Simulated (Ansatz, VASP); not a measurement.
## Two plane-wave programs on Y

```
CELL_PARAMETERS angstrom
3.83407 0.00000 0.00000
-1.91704 3.32041 0.00000
0.00000 0.00000 5.46003
ATOMIC_POSITIONS crystal
Y 0.33333 0.66667 0.25000
Y 0.66667 0.33333 0.75000
```

Change from the starting cell: strain +0.050 along x and y, -0.050 along z, atoms carried along.

Alike in both runs: task single point; functional PBEsol; k mesh 18 × 18 × 8; occupations gaussian, width 0.15 eV; no spin polarisation.

|  | VASP | Ansatz |
| --- | --- | --- |
| version | VASP 6.6.1 | Ansatz 0.2.0 |
| potentials or method | VASP PAW PBE potentials, release 64 (Y_sv), cutoff 520 eV | scalar-relativistic, plane waves, PAW |
| valence electrons in the cell | 22 | 22 |

|  | VASP | Ansatz | Ansatz less VASP |
| --- | --- | --- | --- |
| gap on the k mesh at the Fermi level (eV) | none | none | - |
| pressure (GPa) | -3.8 | -3.7 | +0.08 |
| traceless stress, the component that is largest in VASP (GPa) | 3.04 | 3.04 | +0.005 |

VASP's potentials were made for PBE, not for PBEsol. A gap of «none» marks a metal or a gap that the smearing closes.
